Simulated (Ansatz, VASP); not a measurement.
## Zr7CoO16: VASP beside Ansatz

Contents of INCAR:

```
SYSTEM = Zr7CoO16
ALGO = Normal ; EDIFF = 1E-6
ENCUT = 600 ; GGA = PS
GGA_COMPAT = .FALSE. ; ISIF = 2
ISMEAR = 0 ; ISPIN = 2
KPAR = 4 ; LASPH = .TRUE.
LCHARG = .FALSE. ; LMAXMIX = 4
LORBIT = 11 ; LREAL = .FALSE.
LWAVE = .FALSE. ; MAGMOM = 5 0 0 0 0 0 0 0 0 0 0 0 0 0 0 0 0 0 0 0 0 0 0 0
NBANDS = 116 ; NELM = 200
PREC = Accurate ; SIGMA = 0.05
```

File KPOINTS:

```
k-points
0
G
  3 3 3
  0 0 0
```

POSCAR

```
Zr7CoO16
1.0
   10.2840800000      0.0000000000      0.0000000000
    5.1420400000      5.2086900000      0.0000000000
    4.2956000000      0.0000000000      5.2419900000
Co Zr O
1 7 16
Direct
    0.0068164376      0.0505627012      0.1629537776
    0.5080195274      0.0439870511      0.2154572255
    0.9416031450      0.5346591041      0.3022182261
    0.4414473278      0.5464290120      0.2874111426
    0.4819110574      0.9559208534      0.7967311292
    0.9906037955      0.9571940525      0.7775257486
    0.5594141896      0.4490768270      0.7108376147
    0.0499764110      0.4697677826      0.7109948808
    0.7152919879      0.3130576863      0.3393078573
    0.1914957621      0.3273959310      0.3550381709
    0.9877961765      0.8322675682      0.1395582150
    0.4868615714      0.8188802391      0.1473549954
    0.8042713333      0.6829990648      0.6484462056
    0.3121987160      0.6689005449      0.6408994340
    0.5122593061      0.1771503312      0.8573374890
    0.0350697823      0.1631749052      0.8376627924
    0.6049262672      0.7632881829      0.4785407772
    0.1039099876      0.7687304478      0.4730795062
    0.1204446759      0.2408937279      0.0418843908
    0.6355852917      0.2454464963      0.0323107969
    0.8775599230      0.2733954474      0.5550209038
    0.3836414874      0.2511993655      0.5325270808
    0.3761263756      0.7281754582      0.9744082893
    0.8727694648      0.7374472192      0.9824933504
```

Input for Ansatz:

```yaml
crystal:
  lattice:
    - [10.28408, 0.0, 0.0]
    - [5.14204, 5.20869, 0.0]
    - [4.2956, 0.0, 5.24199]
  atoms:
    - { symbol: Co, position: [0.0068164376, 0.0505627012, 0.1629537776], spin: 5.0 }
    - { symbol: Zr, position: [0.5080195274, 0.0439870511, 0.2154572255] }
    - { symbol: Zr, position: [0.941603145, 0.5346591041, 0.3022182261] }
    - { symbol: Zr, position: [0.4414473278, 0.546429012, 0.2874111426] }
    - { symbol: Zr, position: [0.4819110574, 0.9559208534, 0.7967311292] }
    - { symbol: Zr, position: [0.9906037955, 0.9571940525, 0.7775257486] }
    - { symbol: Zr, position: [0.5594141896, 0.449076827, 0.7108376147] }
    - { symbol: Zr, position: [0.049976411, 0.4697677826, 0.7109948808] }
    - { symbol: O, position: [0.7152919879, 0.3130576863, 0.3393078573] }
    - { symbol: O, position: [0.1914957621, 0.327395931, 0.3550381709] }
    - { symbol: O, position: [0.9877961765, 0.8322675682, 0.139558215] }
    - { symbol: O, position: [0.4868615714, 0.8188802391, 0.1473549954] }
    - { symbol: O, position: [0.8042713333, 0.6829990648, 0.6484462056] }
    - { symbol: O, position: [0.312198716, 0.6689005449, 0.640899434] }
    - { symbol: O, position: [0.5122593061, 0.1771503312, 0.857337489] }
    - { symbol: O, position: [0.0350697823, 0.1631749052, 0.8376627924] }
    - { symbol: O, position: [0.6049262672, 0.7632881829, 0.4785407772] }
    - { symbol: O, position: [0.1039099876, 0.7687304478, 0.4730795062] }
    - { symbol: O, position: [0.1204446759, 0.2408937279, 0.0418843908] }
    - { symbol: O, position: [0.6355852917, 0.2454464963, 0.0323107969] }
    - { symbol: O, position: [0.877559923, 0.2733954474, 0.5550209038] }
    - { symbol: O, position: [0.3836414874, 0.2511993655, 0.5325270808] }
    - { symbol: O, position: [0.3761263756, 0.7281754582, 0.9744082893] }
    - { symbol: O, position: [0.8727694648, 0.7374472192, 0.9824933504] }
basis:
  ecutwfc: 420
  ecutrho_ratio: 4
kpoints:
  mp_grid: { grid: [3, 3, 3] }
hamiltonian:
  xc: pbesol
scf:
  occupations: { method: gaussian, width: 0.05 }
  lower_state_search: "off"
  max_iter: 150
output:
  forces: true
  stress: true
  eigenvalues: true
  populations: true
  hubbard: { sites: [{ site: 0, l: d }] }
magnetization:
  spin_polarized: true
```

Alike in both runs: task single point; functional PBEsol; k mesh 3 × 3 × 3; occupations gaussian, width 0.05 eV; collinear spin.

|  | VASP | Ansatz |
| --- | --- | --- |
| version | VASP 6.6.1 | Ansatz 0.2.0 |
| potentials or method | VASP PAW PBE potentials, release 64 (Co, Zr_sv, O), cutoff 600 eV | scalar-relativistic, plane waves, PAW |
| valence electrons in the cell | 189 | 197 |

|  | VASP | Ansatz | Ansatz less VASP |
| --- | --- | --- | --- |
| pressure (GPa) | -4.1 | -3.9 | +0.21 |
| traceless stress, the component that is largest in VASP (GPa) | 1.68 | 1.44 | -0.242 |
| rms of the force components (eV/Å) | 0.162 | 0.117 | -0.0450 |
| net moment per atom (μB) | 0.09 | 0.12 | +0.040 |
| size of the moment on the site where the two differ most (μB) | 1.52 | 1.96 | +0.447 |

VASP's potentials were made for PBE, not for PBEsol. Site moments also hang on the region over which each program counts them. Atom by atom the forces differ by 0.082 eV/Å (rms over components). VASP's potentials hold 189 valence electrons a cell and Ansatz's 197, so a difference there can come from the potentials and not from the codes.

The k mesh is coarse, so the values compare programs but aren't converged.
